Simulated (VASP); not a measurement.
Here is a VASP 6.6.1 calculation.

Contents of INCAR:

```
PREC = Accurate
ENCUT = 520
EDIFF = 1E-6
ISMEAR = 0
SIGMA = 0.03
LREAL = False
LASPH = True
NELM = 100
ALGO = Normal
ISIF = 2
LWAVE = False
LCHARG = False
GGA = PE
NBANDS = 30
```

Contents of KPOINTS:

```
regular mesh
0
Gamma
  6 6 6
```

POSCAR

```
CsSnI3
1.0
    6.3918710000      0.0000000000      0.0000000000
    0.0000000000      6.3918710000      0.0000000000
    0.0000000000      0.0000000000      6.2987855000
Cs Sn I
1 1 3
Direct
    0.0000000000      0.0000000000      0.0000000000
    0.5000000000      0.5000000000      0.5000000000
    0.0000000000      0.5000000000      0.5000000000
    0.5000000000      0.0000000000      0.5000000000
    0.5000000000      0.5000000000      0.0000000000
```

Potentials or basis: VASP PAW PBE potentials, release 64 (Cs_sv, Sn_d, I).

Launch:

```console
$ cat potpaw_PBE.64/Cs_sv/POTCAR potpaw_PBE.64/Sn_d/POTCAR potpaw_PBE.64/I/POTCAR > POTCAR
$ mpirun -np 1 vasp_std > vasp.out
```

**Question.** What does it give for the band gap on the k mesh?

**Answer.** 0.59 eV.

**Question.** What does it give for the pressure?

**Answer.** -0.5 GPa.

Stress tensor (GPa, compression positive):
```
-0.63  0.00  0.00
 0.00 -0.63  0.00
 0.00  0.00 -0.24
```

Caveat: the cell differs from its parent crystal (strain +0.030 along x and y, +0.015 along z); semilocal functionals underestimate gaps, and a narrow one can read as zero; spin-orbit coupling is left out, which moves the levels of the heavy elements. A k mesh can miss the band edges.
